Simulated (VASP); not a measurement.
WC, 2 atoms in the cell. It takes space group Fm-3m (No. 225, cubic). Conventional cell: a = 4.385 Å, b = 4.385 Å, c = 4.385 Å, α = 90.00°, β = 90.00°, γ = 90.00°. Within 2.9 Å of W (site symmetry m-3m) lie 6 C at 2.19 Å. Within 2.9 Å of C (site symmetry m-3m) lie 6 W at 2.19 Å. 

```yaml
Program: VASP 6.6.1
Task: single point
Functional: PBE
Potentials_or_basis: VASP PAW PBE potentials, release 64 (W_sv, C)
Cutoff: 520 eV
k_mesh: 10 × 10 × 10
Occupations: gaussian, width 0.025 eV
Spin: no spin polarisation
Dipole_correction: no
Further_INCAR_settings: ALGO = Normal; EDIFF = 1e-06; NBANDS = 16
```

Potentials or basis: VASP PAW PBE potentials, release 64 (W_sv, C).

Command:

```bash
$ cat potpaw_PBE.64/W_sv/POTCAR potpaw_PBE.64/C/POTCAR > POTCAR
$ mpirun -np 1 vasp_std > vasp.out
```

Hardware: 1 thread of Intel(R) Xeon(R) Platinum 8559C (Emerald Rapids), on a shared host.

Estimate the wall time of this run.

Wall time 7 s on 1 thread of Intel(R) Xeon(R) Platinum 8559C (Emerald Rapids), on a shared host, peak memory 0.14 GiB. Counts: scf iterations 13, k points 47.
